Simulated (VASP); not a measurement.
Here is a VASP 6.6.1 calculation.

INCAR

```
SYSTEM = Al
  PREC = Accurate
  ENCUT = 520
  EDIFF = 1E-6
  ISMEAR = 0
  SIGMA = 0.1
  LREAL = .FALSE.
  LASPH = .TRUE.
  NELM = 80
  ALGO = Normal
  ISIF = 2
  LWAVE = .FALSE.
  LCHARG = .FALSE.
  LDIPOL = .TRUE.
  IDIPOL = 3
  DIPOL = 0.5 0.5 0.326
  GGA = PE
  NBANDS = 32
```

File KPOINTS:

```
Automatic mesh
0
G
  5 5 1
  0 0 0
```

The input POSCAR:

```
Al
1.0
    5.7135165838      0.0000000000      0.0000000000
    0.0000000000      5.7135165838      0.0000000000
    0.0000000000      0.0000000000     19.6746954281
Al
13
Direct
    0.2500000000      0.2500000000      0.2033068321
    0.2500000000      0.7500000000      0.2033068321
    0.7500000000      0.2500000000      0.2033068321
    0.7500000000      0.7500000000      0.2033068321
    0.0000000000      0.0000000000      0.3092728605
    0.0000000000      0.5000000000      0.3092728605
    0.5000000000      0.0000000000      0.3092728605
    0.5000000000      0.5000000000      0.3092728605
    0.2500000000      0.2500000000      0.4154928577
    0.2500000000      0.7500000000      0.4154928577
    0.7500000000      0.2500000000      0.4154928577
    0.7500000000      0.7500000000      0.4154928577
    0.4166666667      0.5000000000      0.5215890162
```

Potentials or basis: VASP PAW PBE potentials, release 64 (Al).

Command:

```console
$ cat potpaw_PBE.64/Al/POTCAR > POTCAR
$ mpirun -np 1 vasp_std > vasp.out
```

(1) Estimate the band gap on the k mesh.

(2) Predict the largest force.

Results:

(1) zero (an odd number of electrons rules out a gap without spin polarisation).

(2) 0.531 eV/Å.
